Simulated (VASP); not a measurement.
Zn (a cell with a defect): single point with PBE+D3(BJ)

The system is Zn (a cell with a defect).

```
Zn
1.0
     5.32000    0.00000    0.00000
    -3.99000    6.91088    0.00000
     0.00000    0.00000    4.93696
Zn
13
Cartesian
  2.4286 -0.5065 0.5476
  -0.8588 1.9553 2.4287
  -0.1808 0.8256 -0.0257
  -1.7113 4.5747 3.4012
  -3.5665 3.7764 0.8041
  -3.4268 5.8623 1.8537
  5.6270 -1.0997 -0.8375
  1.4186 1.4383 1.5455
  0.9520 3.0648 -1.5818
  -0.0237 5.0244 1.9547
  -0.4172 3.0346 0.1861
  -0.5381 6.9798 3.1028
  2.9273 1.9454 4.6803
```

- Program: VASP 6.6.1
- Task: single point
- Functional: PBE
- Dispersion: D3(BJ)
- Potentials or basis: VASP PAW PBE potentials, release 64 (Zn)
- Cutoff: 520 eV
- k mesh: 2 × 2 × 2
- Occupations: fermi-dirac, width 0.1 eV
- Spin: no spin polarisation
- Dipole correction: no
- Further INCAR settings: ALGO = Normal; EDIFF = 1e-06; NBANDS = 90

```json
{
 "Pressure": "19.7 GPa",
 "Largest force": "3.524 eV/Å",
 "Band gap on the k mesh": "zero (band 78 reaches 6.11 eV, above the bottom of band 79 at 2.51 eV)",
 "Dispersion energy per atom": "-0.440 eV"
}
```

Forces in eV/Å, atoms in the order of the input:
```
Zn   1.155 -0.317 -1.171
Zn  -0.854  1.012 -0.632
Zn  -0.754 -0.038  0.342
Zn  -0.687 -0.844  1.045
Zn   1.306 -0.036 -0.306
Zn   2.638  2.202 -0.780
Zn  -0.155 -2.400  0.539
Zn   0.796  0.120  1.851
Zn   2.110  0.797 -0.968
Zn  -2.221 -1.887 -0.975
Zn  -1.120  2.579  1.523
Zn  -1.323 -0.904  0.634
Zn  -0.892 -0.285 -1.102
```

Stress tensor (GPa, compression positive):
```
19.26  4.96 -3.50
 4.96 21.59  3.36
-3.50  3.36 18.20
```

Levels at points of the mesh, in eV from the Fermi level:
```csv
k point,band 73,band 74,band 75,band 76,band 77,band 78,band 79,band 80,band 81,band 82
"(0.00, 0.00, 0.00)",-2.97,-2.48,-1.44,-1.00,-0.07,0.06,0.51,1.06,1.45,1.89
"(0.50, 0.00, 0.00)",-1.95,-1.90,-1.71,-1.31,-1.16,-1.09,-0.21,0.21,1.46,1.62
"(0.00, 0.50, 0.00)",-2.86,-2.63,-2.38,-2.26,-1.94,0.02,0.93,1.34,1.85,1.95
"(0.50, 0.50, 0.00)",-2.62,-1.99,-1.55,-0.54,-0.13,0.29,0.47,1.50,1.92,2.03
"(0.00, 0.00, 0.50)",-2.95,-2.51,-2.34,-1.63,-1.13,-0.72,-0.42,1.50,1.74,2.75
"(0.50, 0.00, 0.50)",-4.89,-1.94,-1.14,-0.86,-0.22,0.75,1.30,2.34,2.62,3.09
"(0.00, 0.50, 0.50)",-2.52,-1.81,-1.44,-1.14,-1.00,-0.90,-0.85,-0.49,-0.13,1.54
"(0.50, 0.50, 0.50)",-4.43,-2.98,-2.76,-2.69,-2.21,2.75,2.98,3.31,3.80,4.20
```

Wall time 4.5 min on 1 thread of AMD EPYC 7571, with other jobs on the host, peak memory 0.3 GiB.

Caveat: the k points lie up to 0.68 Å⁻¹ apart.
